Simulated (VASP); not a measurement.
# NdAgO4 (Cmmm) in VASP: single point with PBE

Aim: the single point of NdAgO4 with PBE.

Program: VASP 6.6.1. These are calculated values, not measurements. Logs are shortened: lines on timing, memory, paths and dates and some standing lists are left out, and cuts for length are marked.

### 1 The cell of the first run

It takes space group Cmmm (No. 65, orthorhombic). Conventional cell: a = 5.258 Å, b = 6.008 Å, c = 5.076 Å, α = 90.00°, β = 90.00°, γ = 90.00°. Within 3.0 Å of Nd (site symmetry mmm) lie 6 O at 2.28 to 2.73 Å. Ag (site symmetry mmm) has 8 O at 2.00 to 2.64 Å within 2.7 Å. O (site symmetry m2m) has 1 O at 1.44 Å within 1.9 Å. Within 2.7 Å of O (site symmetry 2/m) lie 2 Ag at 2.00 Å and 2 O at 2.63 Å.

The cell was generated, and may not be a known phase.

### 2 Single point, PBE

The input, INCAR:

```
PREC = Accurate
ENCUT = 600
EDIFF = 1E-6
ISMEAR = 0
SIGMA = 0.1
LREAL = False
LASPH = True
NELM = 200
ALGO = Normal
ISIF = 2
LWAVE = False
LCHARG = False
GGA = PE
NBANDS = 32
GGA_COMPAT = False
LMAXMIX = 6
```

The input, KPOINTS:

```
regular mesh
0
Gamma
  10 10 8
```

The input, POSCAR:

```
NdAgO4
1.0
    2.6287885857     -3.0038575276      0.0000000000
    2.6287885857      3.0038575276      0.0000000000
    0.0000000000      0.0000000000      5.0760287896
Nd Ag O
1 1 4
Direct
    0.0000000000      0.0000000000      0.0000000000
    0.5000000000      0.5000000000      0.5000000000
    0.6198294603      0.3801705397      0.0000000000
    0.3801705397      0.6198294603      0.0000000000
    0.5000000000      0.0000000000      0.5000000000
    0.0000000000      0.5000000000      0.5000000000
```

Potentials or basis: VASP PAW PBE potentials, release 64 (Nd_3, Ag, O), 4f in core.

On the command line:

```sh
$ cat potpaw_PBE.64/Nd_3/POTCAR potpaw_PBE.64/Ag/POTCAR potpaw_PBE.64/O/POTCAR > POTCAR
$ mpirun -np 1 vasp_std > vasp.out
```

OUTCAR:

```text
PREC = Accurate
   ENCUT = 600
   EDIFF = 1E-6
   ISMEAR = 0
   LREAL = False
   LASPH = True
   NELM = 200
   ISIF = 2
   GGA = PE

 ion  position               nearest neighbor table
   1  0.000  0.000  0.000-   3 2.28   4 2.28   3 2.73   4 2.73   3 2.73   4 2.73   2 3.65   2 3.65
                             2 3.65   2 3.65
   2  0.500  0.500  0.500-   5 2.00   6 2.00   5 2.00   6 2.00   3 2.64   4 2.64   3 2.64   4 2.64
                             1 3.65   1 3.65   1 3.65   1 3.65
   3  0.620  0.380  0.000-   4 1.44   1 2.28   2 2.64   2 2.64   1 2.73   1 2.73
   4  0.380  0.620  0.000-   3 1.44   1 2.28   2 2.64   2 2.64   1 2.73   1 2.73
   5  0.500  0.000  0.500-   2 2.00   2 2.00
   6  0.000  0.500  0.500-   2 2.00   2 2.00

  LATTYP: Found a base centered orthorhombic cell.
 ALAT       =     5.2575771714
 B/A-ratio  =     1.1426774842
 C/A-ratio  =     0.9654691932

  Lattice vectors:

 A1 = (   2.6287885857,  -3.0038575276,   0.0000000000)
 A2 = (   2.6287885857,   3.0038575276,   0.0000000000)
 A3 = (   0.0000000000,   0.0000000000,   5.0760287896)

Analysis of symmetry for initial positions (statically):
=====================================================================
 Subroutine PRICEL returns:
 Original cell was already a primitive cell.

 Routine SETGRP: Setting up the symmetry group for a
 base centered orthorhombic supercell.

 Subroutine GETGRP returns: Found  8 space group operations
 (whereof  8 operations were pure point group operations)
 out of a pool of  8 trial point group operations.

The static configuration has the point symmetry D_2h.

Analysis of symmetry for dynamics (positions and initial velocities):
=====================================================================
 Subroutine PRICEL returns:
 Original cell was already a primitive cell.

 Routine SETGRP: Setting up the symmetry group for a
 base centered orthorhombic supercell.

 Subroutine GETGRP returns: Found  8 space group operations
 (whereof  8 operations were pure point group operations)
 out of a pool of  8 trial point group operations.

The dynamic configuration has the point symmetry D_2h.

 Subroutine INISYM returns: Found  8 space group operations
 (whereof  8 operations are pure point group operations),
 and found     1 'primitive' translations

----------------------------------------------------------------------------------------

                                     Primitive cell

  volume of cell :      80.1658

  direct lattice vectors                    reciprocal lattice vectors
     2.628788586 -3.003857528  0.000000000     0.190201678 -0.166452635  0.000000000
     2.628788586  3.003857528  0.000000000     0.190201678  0.166452635  0.000000000
     0.000000000  0.000000000  5.076028790     0.000000000  0.000000000  0.197004399

  length of vectors
     3.991702578  3.991702578  5.076028790     0.252751178  0.252751178  0.197004399

  position of ions in fractional coordinates (direct lattice)
     0.000000000  0.000000000  0.000000000
     0.500000000  0.500000000  0.500000000
     0.619829460  0.380170540  0.000000000
     0.380170540  0.619829460  0.000000000
     0.500000000  0.000000000  0.500000000
     0.000000000  0.500000000  0.500000000

  ion indices of the primitive-cell ions
   primitive index   ion index
                 1           1
                 2           2
                 3           3
                 4           4
                 5           5
                 6           6

----------------------------------------------------------------------------------------

 KPOINTS: regular mesh

Automatic generation of k-mesh.
 Grid dimensions read from file:
 generate k-points for:   10   10    8

 Generating k-lattice:

  Cartesian coordinates                     Fractional coordinates (reciprocal lattice)
     0.019020168 -0.016645263  0.000000000     0.100000000  0.000000000  0.000000000
     0.019020168  0.016645263  0.000000000     0.000000000  0.100000000  0.000000000
     0.000000000  0.000000000  0.024625550     0.000000000  0.000000000  0.125000000

  Length of vectors
     0.025275118  0.025275118  0.024625550

  Shift w.r.t. Gamma in fractional coordinates (k-lattice)
     0.000000000  0.000000000  0.000000000

 Subroutine IBZKPT returns following result:
 ===========================================

 Found    155 irreducible k-points:

 Following reciprocal coordinates:
            Coordinates               Weight
  0.000000  0.000000  0.000000      1.000000
  0.100000  0.000000  0.000000      4.000000
  0.200000  0.000000  0.000000      4.000000
  0.300000 -0.000000  0.000000      4.000000
  0.400000 -0.000000  0.000000      4.000000
  0.500000  0.000000  0.000000      2.000000
[... 16 lines left out ...]
  0.300000  0.300000  0.000000      2.000000
  0.400000  0.300000  0.000000      4.000000
 [... further k-points ...]
   k-points           NKPTS =    155   k-points in BZ     NKDIM =    155   number of bands    NBANDS=     32
   number of dos      NEDOS =    301   number of ions     NIONS =      6
   total plane-waves  NPLWV =  43008
   dimension x,y,z NGX =    32 NGY =   32 NGZ =   42
   dimension x,y,z NGXF=    64 NGYF=   64 NGZF=   84
   ions per type =               1   1   4
   NGX,Y,Z   is equivalent  to a cutoff of  13.33, 13.33, 13.76 a.u.
   NGXF,Y,Z  is equivalent  to a cutoff of  26.65, 26.65, 27.51 a.u.
 SYSTEM =  unknown system
   PREC   = accura    normal or accurate (medium, high low for compatibility)
   ISTART =      0    job   : 0-new  1-cont  2-samecut
   ICHARG =      2    charge: 1-file 2-atom 10-const
   ISPIN  =      1    spin polarized calculation?
   LNONCOLLINEAR =      F non collinear calculations
   LSORBIT =      F    spin-orbit coupling
   LASPH  =      T    aspherical Exc in radial PAW
   ENCUT  =  600.0 eV  44.10 Ry    6.64 a.u.   7.97  7.97 10.14*2*pi/ulx,y,z
   NELM   =    200;   NELMIN=  2; NELMDL= -5     # of ELM steps
   EDIFF  = 0.1E-05   stopping-criterion for ELM
   LREAL  =      F    real-space projection
   EDIFFG = 0.1E-04   stopping-criterion for IOM
   NSW    =      0    number of steps for IOM
   IBRION =     -1    ionic relax: 0-MD 1-quasi-New 2-CG
   NFREE  =      0    steps in history (QN), initial steepest desc. (CG)
   ISIF   =      2    stress and relaxation
   ISYM   =      2    0-nonsym 1-usesym 2-fastsym
   POTIM  = 0.5000    time-step for ionic-motion
   TEBEG  =    0.0;   TEEND  =   0.0 temperature during run
   PSTRESS=    0.0 pullay stress
   NELECT =      46.0000    total number of electrons
   NUPDOWN=      -1.0000    fix difference up-down
   EMIN   =  10.00;   EMAX   =-10.00  energy-range for DOS
   EFERMI =   0.00;   METHOD = LEGACY
   ISMEAR =     0;   SIGMA  =   0.10  broadening in eV -4-tet -1-fermi 0-gaus
   EFERMI_NEDOS =   21; number of points for ismear=-14 and -15
   IALGO  =     38    algorithm
   IMIX   =      4    mixing-type and parameters
     AMIX     =   0.40;   BMIX     =  1.00
     AMIX_MAG =   1.60;   BMIX_MAG =  1.00
  volume/ion in A,a.u.               =      13.36        90.16
  Fermi-wavevector in a.u.,A,eV,Ry     =   1.360393  2.570770 25.179886  1.850669
  Thomas-Fermi vector in A             =   2.487059
   LORBIT       =      0    0 simple, 1 ext, 2 COOP (PROOUT), +10 PAW based schemes
   GGA     = PE    functional components
   LHFCALC =     F    Hartree Fock is set to
   AEXX    =    0.0000 exact exchange contribution
   IVDW    =     0    specifies the selected vdW correction
   LEPSILON=     F    determine dielectric tensor
   LRPA    =     F    only Hartree local field effects (RPA)
 non-spin polarized calculation
 Gauss-broadening in eV      SIGMA  =   0.10
  energy-cutoff  :      600.00
  volume of cell :       80.17
 maximum number of plane-waves:      2702
   NGX = 15   NGY = 15   NGZ = 21

 number of electron      45.9999995 magnetization

 Free energy of the ion-electron system (eV)
  ---------------------------------------------------
  ext. energy  EPLUGINS =         0.00000000
  ---------------------------------------------------
  free energy    TOTEN  =       -32.27276266 eV

  energy without entropy =      -32.25503634  energy(sigma->0) =      -32.26389950

 E-fermi :   3.8993     XC(G=0): -10.8844

 val. band max:        3.8980247046   @ k =  -0.4000   0.4000   0.0000
 cond. band min:       3.9039443156   @ k =   0.2000   0.0000   0.3750
 fundamental gap:      0.0059196110
 Fermi energy:         3.8992652250

 k-point     1 :       0.0000    0.0000    0.0000
  band No.  band energies     occupation
      1     -34.3743      2.00000
      2     -18.4540      2.00000
      3     -15.7881      2.00000
      4     -15.3277      2.00000
      5     -15.3029      2.00000
      6     -13.5028      2.00000
[... 24 lines left out ...]
     31      11.3411      0.00000
     32      12.7899      0.00000

 k-point     2 :       0.1000    0.0000    0.0000
  band No.  band energies     occupation
      1     -34.3723      2.00000
      2     -18.5019      2.00000
      3     -15.7374      2.00000
      4     -15.3246      2.00000
      5     -15.2764      2.00000
      6     -13.4657      2.00000
[... 24 lines left out ...]
     31      11.5389      0.00000
     32      12.9988      0.00000

 k-point     3 :       0.2000    0.0000    0.0000
  band No.  band energies     occupation
      1     -34.3670      2.00000
      2     -18.6198      2.00000
      3     -15.6153      2.00000
      4     -15.3165      2.00000
      5     -15.1984      2.00000
      6     -13.3661      2.00000
[... 24 lines left out ...]
     31      11.9133      0.00000
     32      13.5294      0.00000

 k-point     4 :       0.3000   -0.0000    0.0000
  band No.  band energies     occupation
      1     -34.3605      2.00000
      2     -18.7540      2.00000
      3     -15.4853      2.00000
      4     -15.3064      2.00000
      5     -15.0800      2.00000
      6     -13.2360      2.00000
[... 654 lines left out ...]
     31      12.5967      0.00000
     32      14.1076      0.00000

 k-point    23 :       0.3000    0.3000    0.0000
  band No.  band energies     occupation
      1     -34.3476      2.00000
      2     -18.6270      2.00000
      3     -16.1868      2.00000
      4     -15.2864      2.00000
      5     -15.1165      2.00000
      6     -12.8042      2.00000
[... 24 lines left out ...]
     31      11.7235      0.00000
     32      13.6093      0.00000

 k-point    24 :       0.4000    0.3000    0.0000
  band No.  band energies     occupation
      1     -34.3431      2.00000
      2     -18.6061      2.00000
      3     -16.1895      2.00000
      4     -15.2791      2.00000
      5     -15.2400      2.00000
      6     -12.7905      2.00000
[... 24 lines left out ...]
     31      12.1839      0.00000
     32      13.7120      0.00000

 [... further k-points ...]

------------------------ aborting loop because EDIFF is reached ----------------------------------------

  FORCE on cell =-STRESS in cart. coord.  units (eV):
  Direction    XX          YY          ZZ          XY          YZ          ZX
  --------------------------------------------------------------------------------------
  -------------------------------------------------------------------------------------
  Total       -0.1331800      0.2269023     -0.1324001      0.0000000      0.0000000      0.0000000
  in kB       -2.6617082      4.5348247     -2.6461213      0.0000000      0.0000000      0.0000000
  external PRESSURE =      -0.2576682 kB  Pullay stress =       0.0000000 kB

 VOLUME and BASIS-vectors are now :
 -----------------------------------------------------------------------------
  energy-cutoff  :      600.00
  volume of cell :       80.17
      direct lattice vectors                 reciprocal lattice vectors
     2.628788586 -3.003857528  0.000000000     0.190201678 -0.166452635  0.000000000
     2.628788586  3.003857528  0.000000000     0.190201678  0.166452635  0.000000000
     0.000000000  0.000000000  5.076028790     0.000000000  0.000000000  0.197004399

 POSITION                                       TOTAL-FORCE (eV/Angst)
 -----------------------------------------------------------------------------------
      0.00000      0.00000      0.00000        -0.000000      0.000000      0.000000
      2.62879      0.00000      2.53801         0.000000      0.000000      0.000000
      2.62879     -0.71990      0.00000        -0.000000     -0.182477      0.000000
      2.62879      0.71990      0.00000        -0.000000      0.182477      0.000000
      1.31439     -1.50193      2.53801        -0.000000     -0.000000      0.000000
      1.31439      1.50193      2.53801        -0.000000      0.000000      0.000000
 -----------------------------------------------------------------------------------
    total drift:                               -0.000000     -0.000000     -0.000000

  FREE ENERGIE OF THE ION-ELECTRON SYSTEM (eV)
  ---------------------------------------------------
  free  energy   TOTEN  =       -32.2727626642 eV

  energy  without entropy=      -32.2550363400  energy(sigma->0) =      -32.26389950
```

Run time: 7.5 min. Hardware: 1 thread of AMD EPYC 7R13 (Zen 3), shared host; peak memory 0.51 GiB.

What came out:

```
Free energy            : -32.2728 eV
Pressure               : 0.0 GPa
Largest force          : 0.182 eV/Å
Band gap on the k mesh : zero (bands 23 and 24 overlap by 0.70 eV)
```

Forces in eV/Å, atoms in the order of the input:
```
Nd   0.000  0.000  0.000
Ag   0.000  0.000  0.000
O    0.000 -0.182  0.000
O    0.000  0.182  0.000
O    0.000  0.000  0.000
O    0.000  0.000  0.000
```

Stress tensor (GPa, compression positive):
```
-0.27  0.00  0.00
 0.00  0.45  0.00
 0.00  0.00 -0.26
```

Levels at points of the mesh, in eV from the Fermi level:
| k point | band 20 | band 21 | band 22 | band 23 | band 24 | band 25 | band 26 | band 27 |
| --- | --- | --- | --- | --- | --- | --- | --- | --- |
| (0.00, 0.00, 0.00) | -1.69 | -1.40 | -1.22 | -0.63 | -0.23 | 2.80 | 3.47 | 3.59 |
| (0.50, 0.00, 0.00) | -1.38 | -0.62 | -0.10 | 0.02 | 0.42 | 2.02 | 3.54 | 3.55 |
| (0.50, 0.50, 0.00) | -0.66 | -0.40 | 0.13 | 0.15 | 3.72 | 3.72 | 4.31 | 4.65 |
| (0.00, 0.00, 0.50) | -2.01 | -1.52 | -0.76 | -0.69 | -0.31 | 3.59 | 3.92 | 4.89 |
| (0.50, 0.00, 0.50) | -0.99 | -0.79 | -0.37 | -0.25 | 0.94 | 2.04 | 3.63 | 3.93 |
| (0.50, 0.50, 0.50) | -0.42 | -0.21 | -0.12 | 0.17 | 2.34 | 3.72 | 3.76 | 4.44 |

Caveat: spin-orbit coupling is left out, which moves the levels of the heavy elements; the 4f electrons are frozen in the core, so they carry no moment and show no levels; the run has no spin polarisation, though such a crystal can be magnetic.
